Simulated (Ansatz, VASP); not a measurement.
**One calculation of As, two programs**

File INCAR:

```
SYSTEM = As
PREC     = Accurate       ! precision mode
ENCUT    = 600            ! plane-wave cutoff, eV
EDIFF    = 1E-6           ! SCF threshold, eV
ISMEAR   = 0              ! smearing method
SIGMA    = 0.1            ! smearing width, eV
LREAL    = .FALSE.        ! projectors in reciprocal space
LASPH    = .TRUE.         ! aspherical terms in the spheres
NELM     = 120            ! most SCF steps
ALGO     = Normal         ! electronic algorithm
ISIF     = 2              ! what is computed and relaxed
LWAVE    = .FALSE.        ! write WAVECAR
LCHARG   = .FALSE.        ! write CHGCAR
GGA      = PS             ! functional
NBANDS   = 38             ! bands
GGA_COMPAT= .FALSE.
```

Contents of KPOINTS:

```
Automatic mesh
0
G
  6 6 4
  0 0 0
```

POSCAR

```
As
1.0
    3.8322932247      0.0000000000      0.0000000000
   -1.9161466124      3.3188632874      0.0000000000
    0.0000000000      0.0000000000      6.3232838208
As
4
Direct
    0.3333333333      0.6666666667      0.4375000000
    0.6666666667      0.3333333333      0.9375000000
    0.6666666667      0.3333333333      0.5625000000
    0.3333333333      0.6666666667      0.0625000000
```

Input for Ansatz:

```yaml
crystal:
  lattice:
    - [3.8322932247, 0.0, 0.0]
    - [-1.9161466124, 3.3188632874, 0.0]
    - [0.0, 0.0, 6.3232838208]
  atoms:
    - { symbol: As, position: [0.3333333333, 0.6666666667, 0.4375] }
    - { symbol: As, position: [0.6666666667, 0.3333333333, 0.9375] }
    - { symbol: As, position: [0.6666666667, 0.3333333333, 0.5625] }
    - { symbol: As, position: [0.3333333333, 0.6666666667, 0.0625] }
basis:
  ecutwfc: 420
kpoints:
  mp_grid: { grid: [6, 6, 4] }
hamiltonian:
  xc: pbesol
scf:
  occupations: { method: gaussian, width: 0.1 }
  lower_state_search: "off"
output:
  forces: true
  stress: true
  eigenvalues: true
```

Alike in both runs: task single point; functional PBEsol; k mesh 6 × 6 × 4; occupations gaussian, width 0.1 eV; no spin polarisation.

|  | VASP | Ansatz |
| --- | --- | --- |
| version | VASP 6.6.1 | Ansatz 0.2.0 |
| potentials or method | VASP PAW PBE potentials, release 64 (As_d), cutoff 600 eV | scalar-relativistic, plane waves, PAW |
| valence electrons in the cell | 60 | 60 |

```tsv
	VASP	Ansatz	Ansatz less VASP
gap on the k mesh at the Fermi level (eV)	none	none	-
rms of the force components (eV/Å)	0.246	0.244	-0.0013
```

VASP's potentials were made for PBE, not for PBEsol. Atom by atom the forces differ by 0.001 eV/Å (rms over components). A gap of «none» marks a metal or a gap that the smearing closes. The functional is the same, so the differences come from potentials, cutoffs and numerics.
